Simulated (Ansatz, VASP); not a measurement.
# TaN in VASP and in Ansatz

```
Ta N
1.0
     2.89829    0.00000    0.00000
    -1.44915    2.50999    0.00000
     0.00000    0.00000    2.84404
Ta N
1 1
Cartesian
  0.0000 1.6733 1.4220
  0.0000 0.0000 0.0000
```

Change from the starting cell: functional lda, volume scaled by 0.96, PAW files.

Alike in both runs: task electric field gradients; functional LDA; k mesh 12 × 12 × 10; occupations fermi-dirac, width 0.02 eV; no spin polarisation.

```csv
,VASP,Ansatz
version,VASP 6.6.1,Ansatz 0.2.0
potentials or method,"VASP PAW LDA potentials, release 64 (Ta_pv, N)","PAW with Ansatz's default frozen-core files, scalar-relativistic"
plane-wave cutoff (eV),520,420
valence electrons in the cell,16,18
```

Ansatz gave:

| Quantity | Value |
| --- | --- |
| pressure (GPa) | 3.2 |
| traceless stress, the component that is largest in VASP (GPa) | 0.13 |
| size of Vzz on the site where it differs most (V/Å²) | 44.8 |

Question: Which values does VASP return?

Answer: Pressure (GPa): 5.3; traceless stress, the component that is largest in VASP (GPa): 0.30; size of Vzz on the site where it differs most (V/Å²): 12.1.

LDA's correlation is that of Perdew and Zunger in VASP and of Perdew and Wang (1992) in Ansatz. VASP's potentials hold 16 valence electrons a cell and Ansatz's 18, so a difference there can come from the potentials and not from the codes.

Neither program's run includes spin-orbit coupling.
